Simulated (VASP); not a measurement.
Wanted: the native input for a VASP 6.6.1 run.

- Task: single point
- Functional: PBE
- Potentials or basis: VASP PAW PBE potentials, release 64 (Cd)
- Cutoff: 520 eV
- k mesh: 14 × 14 × 14
- Occupations: fermi-dirac, width 0.08 eV
- Spin: no spin polarisation
- Dipole correction: no
- Further INCAR settings: ALGO = Normal; EDIFF = 1e-07; NBANDS = 12

The structure of Cd lies in POSCAR:

```
Cd
1.0
    2.5955837031      0.0000000000      0.0000000000
    0.0000000000      2.5955837031      0.0000000000
    0.0000000000      0.0000000000      2.5955837031
Cd
1
Direct
    0.0000000000      0.0000000000      0.0000000000
```

This isn't the form of Cd at room conditions, which is hcp.

The input as run:

INCAR

```
SYSTEM = Cd
PREC = Accurate
ENCUT = 520
EDIFF = 1E-7
ISMEAR = -1
SIGMA = 0.08
LREAL = .FALSE.
LASPH = .TRUE.
NELM = 100
ALGO = Normal
ISIF = 2
LWAVE = .FALSE.
LCHARG = .TRUE.
GGA = PE
LELF = .TRUE.
LVHAR = .TRUE.
NBANDS = 12
```

KPOINTS

```
Automatic mesh
0
G
  14 14 14
  0 0 0
```

Potentials or basis: VASP PAW PBE potentials, release 64 (Cd).

The run is started by

```bash
$ cat potpaw_PBE.64/Cd/POTCAR > POTCAR
$ mpirun -np 1 vasp_std > vasp.out
```

Results of the run:

| Quantity | Value |
| --- | --- |
| Pressure | 45.7 GPa |
| Band gap on the k mesh | zero (bands 6 and 7 overlap by 8.27 eV) |

Caveat: the cell stands under pressure.

Run time: 12 s on 1 thread of AMD EPYC 7R13 Processor (Zen 3), on a shared host, peak memory 0.11 GiB.
